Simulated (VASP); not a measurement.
# MgO: relaxation of cell and atoms with PBE

Crystal: MgO.

```
Mg O
1.0
     4.65672    0.00000    0.00000
     0.00000    4.65672    0.00000
     0.00000    0.00000    3.60324
Mg O
1 1
Direct
  0.50000 0.50000 0.00000
  0.50000 0.50000 0.50000
```

```
Program                : VASP 6.6.1
Task                   : relaxation of cell and atoms
Functional             : PBE
Potentials or basis    : VASP PAW PBE potentials, release 64 (Mg, O)
Cutoff                 : 600 eV
k mesh                 : 4 × 4 × 6
Occupations            : gaussian, width 0.1 eV
Spin                   : no spin polarisation
Dipole correction      : no
Further INCAR settings : ALGO = Normal; EDIFF = 1e-07; IBRION = 2; EDIFFG = -0.04; NSW = 90; ISIF = 3
```

```json
{"Pressure after relaxing": "0.1 GPa", "Band gap on the k mesh": "2.00 eV, indirect (least direct gap 2.22 eV)"}
```

Stress tensor (GPa, compression positive):
```
0.16 0.00 0.00
0.00 0.16 0.00
0.00 0.00 0.03
```

Final structure:
```
Mg O
1.0
     4.65672    0.00000    0.00000
     0.00000    4.65672    0.00000
     0.00000    0.00000    3.60324
Mg O
1 1
Direct
  0.50000 0.50000 0.00000
  0.50000 0.50000 0.50000
```

Levels at points of the mesh, in eV from the valence-band top:
| k point | band 1 | band 2 | band 3 | band 4 | band 5 | band 6 | band 7 | band 8 |
| --- | --- | --- | --- | --- | --- | --- | --- | --- |
| (0.00, 0.00, 0.00) | -15.03 | -1.09 | -0.22 | -0.22 | 2.00 | 7.81 | 8.89 | 8.89 |
| (0.50, 0.00, 0.00) | -15.02 | -1.07 | -0.65 | -0.18 | 3.53 | 4.88 | 9.75 | 10.01 |
| (0.50, 0.50, 0.00) | -15.02 | -1.06 | -0.55 | -0.55 | 5.47 | 5.81 | 6.11 | 6.11 |
| (0.00, 0.00, 0.50) | -14.77 | -2.45 | -0.02 | -0.02 | 4.61 | 6.34 | 8.34 | 8.34 |
| (0.50, 0.00, 0.50) | -14.77 | -2.37 | -0.23 | 0.00 | 5.18 | 5.96 | 8.35 | 8.42 |
| (0.50, 0.50, 0.50) | -14.76 | -2.30 | -0.19 | -0.19 | 5.96 | 5.96 | 7.70 | 8.35 |

It took 13 s on 1 thread of AMD EPYC 9R45 96-Core Processor (Zen 5) (shared host), peak memory 0.18 GiB.

Caveat: the relaxation stopped at its first step, so nothing moved. A k mesh can miss the band edges.
